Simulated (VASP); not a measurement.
# ZnSnN2 (R-3m) in VASP: single point with r2SCAN

Aim: the single point of ZnSnN2 with r2SCAN.

Everything below comes from runs of VASP 6.6.1. Logs are shortened: lines on timing, memory, paths and dates and some standing lists are left out, and cuts for length are marked.

### 1 The cell of the first run

Symmetry: R-3m, No. 166, trigonal system. Conventional cell: a = 3.167 Å, b = 3.167 Å, c = 15.449 Å, α = 90.00°, β = 90.00°, γ = 120.00°. Zn (site symmetry -3m) has 6 N at 2.27 Å within 3.0 Å. Within 2.9 Å of Sn (site symmetry -3m) lie 6 N at 2.21 Å. Within 2.9 Å of N (site symmetry 3m) lie 3 Sn at 2.21 Å and 3 Zn at 2.27 Å.

### 2 Single point, r2SCAN

Contents of POSCAR:

```
ZnSnN2
1.0
    1.5836871722      0.9143422152      5.1498174729
   -1.5836871722      0.9143422152      5.1498174729
    0.0000000000     -1.8286844304      5.1498174729
Zn Sn N
1 1 2
Direct
    1.0000000000      0.0000000000      0.0000000000
    0.5000000000      0.5000000000      0.5000000000
    0.2464698153      0.2464698153      0.2464698153
    0.7535301847      0.7535301847      0.7535301847
```

Contents of INCAR.step1:

```
SYSTEM = ZnSnN2
  PREC = Accurate
  ENCUT = 520
  ISMEAR = -5
  SIGMA = 0.1
  LREAL = .False.
  LASPH = .True.
  NELM = 100
  NBANDS = 26
  GGA = PE
  ALGO = Normal
  EDIFF = 1E-4
  LWAVE = .True.
  LCHARG = .False.
```

Contents of INCAR.step2:

```
SYSTEM = ZnSnN2
  PREC = Accurate
  ENCUT = 520
  EDIFF = 1E-6
  ISMEAR = -5
  SIGMA = 0.1
  LREAL = .False.
  LASPH = .True.
  NELM = 100
  ALGO = Normal
  ISIF = 2
  LWAVE = .False.
  LCHARG = .False.
  METAGGA = R2SCAN
  LMIXTAU = .True.
  NBANDS = 26
  ISTART = 1
```

Contents of KPOINTS:

```
Automatic mesh
0
Gamma
  6 6 6
  0 0 0
```

Potentials or basis: VASP PAW PBE potentials, release 64 (Zn, Sn_d, N).

Started as:

```
cat potpaw_PBE.64/Zn/POTCAR potpaw_PBE.64/Sn_d/POTCAR potpaw_PBE.64/N/POTCAR > POTCAR
cp INCAR.step1 INCAR
mpirun -np 1 vasp_std > vasp.out
cp INCAR.step2 INCAR
mpirun -np 1 vasp_std > vasp.out
```

OUTCAR:

```text
SYSTEM = ZnSnN2
   PREC = Accurate
   ENCUT = 520
   EDIFF = 1E-6
   ISMEAR = -5
   LREAL = .False.
   LASPH = .True.
   NELM = 100
   ISIF = 2
   METAGGA = R2SCAN
   ISTART = 1

 ion  position               nearest neighbor table
   1  0.000  0.000  0.000-   4 2.27   4 2.27   3 2.27   3 2.27   4 2.27   3 2.27   2 3.16   2 3.16
                             2 3.16   2 3.16   2 3.16   2 3.16
   2  0.500  0.500  0.500-   3 2.21   3 2.21   4 2.21   4 2.21   3 2.21   4 2.21   1 3.16   1 3.16
                             1 3.16   1 3.16   1 3.16   1 3.16
   3  0.246  0.246  0.246-   2 2.21   2 2.21   2 2.21   1 2.27   1 2.27   1 2.27
   4  0.754  0.754  0.754-   2 2.21   2 2.21   2 2.21   1 2.27   1 2.27   1 2.27

  LATTYP: Found a trigonal (rhomboedric) cell.
 ALAT       =     5.4648610916
 COS(alpha) =     0.8320381927

  Lattice vectors:

 A1 = (   1.5836871722,   0.9143422152,   5.1498174729)
 A2 = (  -1.5836871722,   0.9143422152,   5.1498174729)
 A3 = (   0.0000000000,  -1.8286844304,   5.1498174729)

Analysis of symmetry for initial positions (statically):
=====================================================================
 Subroutine PRICEL returns:
 Original cell was already a primitive cell.

 Routine SETGRP: Setting up the symmetry group for a
 trigonal (rhombohedral) supercell.

 Subroutine GETGRP returns: Found 12 space group operations
 (whereof 12 operations were pure point group operations)
 out of a pool of 12 trial point group operations.

The static configuration has the point symmetry D_3d.

Analysis of symmetry for dynamics (positions and initial velocities):
=====================================================================
 Subroutine PRICEL returns:
 Original cell was already a primitive cell.

 Routine SETGRP: Setting up the symmetry group for a
 trigonal (rhombohedral) supercell.

 Subroutine GETGRP returns: Found 12 space group operations
 (whereof 12 operations were pure point group operations)
 out of a pool of 12 trial point group operations.

The dynamic configuration has the point symmetry D_3d.

 Subroutine INISYM returns: Found 12 space group operations
 (whereof 12 operations are pure point group operations),
 and found     1 'primitive' translations

----------------------------------------------------------------------------------------

                                     Primitive cell

  volume of cell :      44.7426

  direct lattice vectors                    reciprocal lattice vectors
     1.583687172  0.914342215  5.149817473     0.315718918  0.182280402  0.064727213
    -1.583687172  0.914342215  5.149817473    -0.315718918  0.182280402  0.064727213
     0.000000000 -1.828684430  5.149817473     0.000000000 -0.364560804  0.064727213

  length of vectors
     5.464861092  5.464861092  5.464861092     0.370262329  0.370262329  0.370262329

  position of ions in fractional coordinates (direct lattice)
     0.000000000  0.000000000  0.000000000
     0.500000000  0.500000000  0.500000000
     0.246469815  0.246469815  0.246469815
     0.753530185  0.753530185  0.753530185

  ion indices of the primitive-cell ions
   primitive index   ion index
                 1           1
                 2           2
                 3           3
                 4           4

----------------------------------------------------------------------------------------

 KPOINTS: Automatic mesh

Automatic generation of k-mesh.
 Grid dimensions read from file:
 generate k-points for:    6    6    6

 Generating k-lattice:

  Cartesian coordinates                     Fractional coordinates (reciprocal lattice)
     0.052619820  0.030380067  0.010787869     0.166666667  0.000000000  0.000000000
    -0.052619820  0.030380067  0.010787869     0.000000000  0.166666667  0.000000000
     0.000000000 -0.060760134  0.010787869     0.000000000  0.000000000  0.166666667

  Length of vectors
     0.061710388  0.061710388  0.061710388

  Shift w.r.t. Gamma in fractional coordinates (k-lattice)
     0.000000000  0.000000000  0.000000000

 TETIRR: Found    108 inequivalent tetrahedra from     1296

 Subroutine IBZKPT returns following result:
 ===========================================

 Found     32 irreducible k-points:

 Following reciprocal coordinates:
            Coordinates               Weight
  0.000000  0.000000  0.000000      1.000000
  0.166667  0.000000  0.000000      6.000000
  0.333333  0.000000  0.000000      6.000000
  0.500000  0.000000  0.000000      3.000000
  0.166667  0.166667  0.000000      6.000000
  0.333333  0.166667  0.000000     12.000000
[... 16 lines left out ...]
  0.500000  0.500000  0.166667      6.000000
 -0.333333  0.500000  0.166667     12.000000
 [... further k-points ...]
   k-points           NKPTS =     32   k-points in BZ     NKDIM =     32   number of bands    NBANDS=     26
   number of dos      NEDOS =    301   number of ions     NIONS =      4
   total plane-waves  NPLWV =  74088
   dimension x,y,z NGX =    42 NGY =   42 NGZ =   42
   dimension x,y,z NGXF=    84 NGYF=   84 NGZF=   84
   ions per type =               1   1   2
   NGX,Y,Z   is equivalent  to a cutoff of  12.78, 12.78, 12.78 a.u.
   NGXF,Y,Z  is equivalent  to a cutoff of  25.55, 25.55, 25.55 a.u.
 SYSTEM =  ZnSnN2
   PREC   = accura    normal or accurate (medium, high low for compatibility)
   ISTART =      1    job   : 0-new  1-cont  2-samecut
   ICHARG =      0    charge: 1-file 2-atom 10-const
   ISPIN  =      1    spin polarized calculation?
   LNONCOLLINEAR =      F non collinear calculations
   LSORBIT =      F    spin-orbit coupling
   LASPH  =      T    aspherical Exc in radial PAW
   ENCUT  =  520.0 eV  38.22 Ry    6.18 a.u.  10.16 10.16 10.16*2*pi/ulx,y,z
   NELM   =    100;   NELMIN=  2; NELMDL=  0     # of ELM steps
   EDIFF  = 0.1E-05   stopping-criterion for ELM
   LREAL  =      F    real-space projection
   EDIFFG = 0.1E-04   stopping-criterion for IOM
   NSW    =      0    number of steps for IOM
   IBRION =     -1    ionic relax: 0-MD 1-quasi-New 2-CG
   NFREE  =      0    steps in history (QN), initial steepest desc. (CG)
   ISIF   =      2    stress and relaxation
   ISYM   =      2    0-nonsym 1-usesym 2-fastsym
   POTIM  = 0.5000    time-step for ionic-motion
   TEBEG  =    0.0;   TEEND  =   0.0 temperature during run
   PSTRESS=    0.0 pullay stress
   NELECT =      36.0000    total number of electrons
   NUPDOWN=      -1.0000    fix difference up-down
   EMIN   =  10.00;   EMAX   =-10.00  energy-range for DOS
   EFERMI =   0.00;   METHOD = LEGACY
   ISMEAR =    -5;   SIGMA  =   0.10  broadening in eV -4-tet -1-fermi 0-gaus
   EFERMI_NEDOS =   21; number of points for ismear=-14 and -15
   IALGO  =     38    algorithm
   IMIX   =      4    mixing-type and parameters
     AMIX     =   0.40;   BMIX     =  1.00
     AMIX_MAG =   1.60;   BMIX_MAG =  1.00
  volume/ion in A,a.u.               =      11.19        75.48
  Fermi-wavevector in a.u.,A,eV,Ry     =   1.522656  2.877403 31.544870  2.318483
  Thomas-Fermi vector in A             =   2.631206
   LORBIT       =      0    0 simple, 1 ext, 2 COOP (PROOUT), +10 PAW based schemes
   METAGGA = R2SCAN    functional components
   LHFCALC =     F    Hartree Fock is set to
   AEXX    =    0.0000 exact exchange contribution
   IVDW    =     0    specifies the selected vdW correction
   LEPSILON=     F    determine dielectric tensor
   LRPA    =     F    only Hartree local field effects (RPA)
 non-spin polarized calculation
 Fermi weights with tetrahedron method with Bloechl corrections
  energy-cutoff  :      520.00
  volume of cell :       44.74
 maximum number of plane-waves:      1226
 NGX is ok and might be reduce to    42
   NGX = 21   NGY = 21   NGZ = 21

 number of electron      35.9999994 magnetization

 Free energy of the ion-electron system (eV)
  ---------------------------------------------------
  ext. energy  EPLUGINS =         0.00000000
  ---------------------------------------------------
  free energy    TOTEN  =       -51.34660121 eV

  energy without entropy =      -51.34660121  energy(sigma->0) =      -51.34660121

 E-fermi :   7.4247     XC(G=0): -13.2012

 val. band max:        7.3685096831   @ k =   0.5000   0.5000   0.0000
 cond. band min:       8.6301859820   @ k =   0.0000   0.0000   0.0000
 fundamental gap:      1.2616762989
 Fermi energy:         7.4246785689

 k-point     1 :       0.0000    0.0000    0.0000
  band No.  band energies     occupation
      1     -14.2652      2.00000
      2     -14.2652      2.00000
      3     -14.2416      2.00000
      4     -14.0609      2.00000
      5     -14.0609      2.00000
      6     -10.0047      2.00000
[... 18 lines left out ...]
     25      21.9411      0.00000
     26      21.9412      0.00000

 k-point     2 :       0.1667    0.0000    0.0000
  band No.  band energies     occupation
      1     -14.3463      2.00000
      2     -14.2010      2.00000
      3     -14.1875      2.00000
      4     -14.1207      2.00000
      5     -14.0678      2.00000
      6      -9.5769      2.00000
[... 18 lines left out ...]
     25      19.7760      0.00000
     26      20.7757      0.00000

 k-point     3 :       0.3333    0.0000    0.0000
  band No.  band energies     occupation
      1     -14.5377      2.00000
      2     -14.2192      2.00000
      3     -14.1364      2.00000
      4     -14.0620      2.00000
      5     -14.0145      2.00000
      6      -8.4021      2.00000
[... 18 lines left out ...]
     25      18.4023      0.00000
     26      20.2780      0.00000

 k-point     4 :       0.5000    0.0000    0.0000
  band No.  band energies     occupation
      1     -14.6345      2.00000
      2     -14.2530      2.00000
      3     -14.1414      2.00000
      4     -14.0095      2.00000
      5     -13.9486      2.00000
      6      -7.4130      2.00000
[... 18 lines left out ...]
     25      18.4651      0.00000
     26      20.3631      0.00000
[... 496 lines left out ...]
      1     -14.5413      2.00000
      2     -14.2203      2.00000
      3     -14.2004      2.00000
      4     -14.0557      2.00000
      5     -13.9880      2.00000
      6      -7.4916      2.00000
[... 18 lines left out ...]
     25      17.9289      0.00000
     26      18.8694      0.00000

 k-point    23 :       0.5000    0.5000    0.1667
  band No.  band energies     occupation
      1     -14.5396      2.00000
      2     -14.2202      2.00000
      3     -14.1362      2.00000
      4     -14.0611      2.00000
      5     -14.0145      2.00000
      6      -8.2046      2.00000
[... 18 lines left out ...]
     25      17.8055      0.00000
     26      21.0354      0.00000

 k-point    24 :      -0.3333    0.5000    0.1667
  band No.  band energies     occupation
      1     -14.5427      2.00000
      2     -14.2209      2.00000
      3     -14.2007      2.00000
      4     -14.0557      2.00000
      5     -13.9869      2.00000
      6      -7.3455      2.00000
[... 18 lines left out ...]
     25      18.2741      0.00000
     26      20.5428      0.00000

 [... further k-points ...]
[... 5 lines left out ...]
  --------------------------------------------------------------------------------------
  -------------------------------------------------------------------------------------
  Total        0.2423199      0.2423199      0.1919941      0.0000000      0.0000000      0.0000000
  in kB        8.6771756      8.6771756      6.8750699      0.0000000      0.0000000      0.0000000
  external PRESSURE =       8.0764737 kB  Pullay stress =       0.0000000 kB

 VOLUME and BASIS-vectors are now :
 -----------------------------------------------------------------------------
  energy-cutoff  :      520.00
  volume of cell :       44.74
      direct lattice vectors                 reciprocal lattice vectors
     1.583687172  0.914342215  5.149817473     0.315718918  0.182280402  0.064727213
    -1.583687172  0.914342215  5.149817473    -0.315718918  0.182280402  0.064727213
     0.000000000 -1.828684430  5.149817473     0.000000000 -0.364560804  0.064727213

 POSITION                                       TOTAL-FORCE (eV/Angst)
 -----------------------------------------------------------------------------------
      0.00000      0.00000      0.00000        -0.000000     -0.000000     -0.000000
      0.00000      0.00000      7.72473         0.000000     -0.000000      0.000000
      0.00000      0.00000      3.80782        -0.000000     -0.000000      0.006281
      0.00000      0.00000     11.64163        -0.000000      0.000000     -0.006281
 -----------------------------------------------------------------------------------
    total drift:                                0.000000      0.000000     -0.000000

  FREE ENERGIE OF THE ION-ELECTRON SYSTEM (eV)
  ---------------------------------------------------
  free  energy   TOTEN  =       -51.3466012070 eV

  energy  without entropy=      -51.3466012070  energy(sigma->0) =      -51.34660121
```

It used 710 s of CPU time on 1 thread of AMD EPYC 7R13 Processor (Zen 3), with other jobs on the host.

Results:

- Free energy: -51.3466 eV
- Pressure: 0.8 GPa
- Largest force: 0.006 eV/Å
- Band gap on the k mesh: 1.26 eV, indirect (least direct gap 1.32 eV)

Forces on the atoms (eV/Å):
```
Zn   0.000  0.000  0.000
Sn   0.000  0.000  0.000
N    0.000  0.000  0.006
N    0.000  0.000 -0.006
```

Caveat: the PAW data sets were made with another functional, which shifts forces and pressure a little; spin-orbit coupling is left out, which moves the levels of the heavy elements.
